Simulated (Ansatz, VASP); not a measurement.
**Two plane-wave programs on Ag**

POSCAR

```
Ag
1.0
    0.0000000000      2.0427500000      2.0427500000
    2.0427500000      0.0000000000      2.0427500000
    2.0427500000      2.0427500000      0.0000000000
Ag
1
Direct
    0.0000000000      0.0000000000      0.0000000000
```

File INCAR.step1:

```
PREC = Accurate
ENCUT = 600
ISMEAR = -1
SIGMA = 0.05
LREAL = False
LASPH = True
NELM = 60
GGA = PE
ALGO = Normal
EDIFF = 1E-4
LWAVE = True
LCHARG = False
```

File INCAR.step2:

```
PREC = Accurate
ENCUT = 600
EDIFF = 1E-7
ISMEAR = -1
SIGMA = 0.05
LREAL = False
LASPH = True
NELM = 60
ALGO = Normal
ISIF = 3
LWAVE = False
LCHARG = False
METAGGA = R2SCAN
LMIXTAU = True
LUSE_VDW = True
IVDW_NL = 2
BPARAM = 11.95
CPARAM = 0.0093
IBRION = 2
NSW = 60
EDIFFG = -0.01
ISTART = 1
```

Contents of KPOINTS:

```
regular mesh
0
Gamma
  11 11 11
```

Contents of input.yaml:

```yaml
crystal:
  lattice:
    - [0.0, 2.04275, 2.04275]
    - [2.04275, 0.0, 2.04275]
    - [2.04275, 2.04275, 0.0]
  atoms:
    - { symbol: Ag, position: [0.0, 0.0, 0.0] }
hamiltonian:
  xc: r2scan
  pseudopotentials: { kind: paw }
  dispersion: rvv10
kpoints:
  mp_grid: { grid: [11, 11, 11] }
scf:
  occupations: { method: fermi_dirac, width: 0.05 }
output:
  forces: true
  stress: true
  write_density: true
  write_potential: true
  elf: true
  volumetric_format: npy
relax:
  f_tol: 0.01
  max_steps: 40
  cell: { stress_tol: 0.05 }
```

Alike in both runs: task relaxation of cell and atoms; functional r2SCAN; dispersion rVV10; k mesh 11 × 11 × 11; occupations fermi-dirac, width 0.05 eV; no spin polarisation.

```csv
,VASP,Ansatz
version,VASP 6.6.1,Ansatz 0.2.0
potentials or method,"VASP PAW PBE potentials, release 64 (Ag)",Ansatz PAW
plane-wave cutoff (eV),600,500
valence electrons in the cell,11,19
```

```tsv
	VASP	Ansatz	Ansatz less VASP
gap on the k mesh at the Fermi level, each at its own relaxed structure (eV)	none	none	-
relaxed volume (Å³/atom)	16.96	16.89	-0.072
relaxed length of the cell vector where the two differ most in proportion (Å)	2.884	2.880	-0.0041
```

VASP's potentials were made for PBE, not for r2SCAN. A gap of «none» marks a metal or a gap that the smearing closes. VASP's potentials hold 11 valence electrons a cell and Ansatz's 19, so a difference there can come from the potentials and not from the codes.

Noted on Ansatz's run: the plane-wave basis is chosen anew once the cell has moved, so the energies of steps on either side of that aren't comparable.
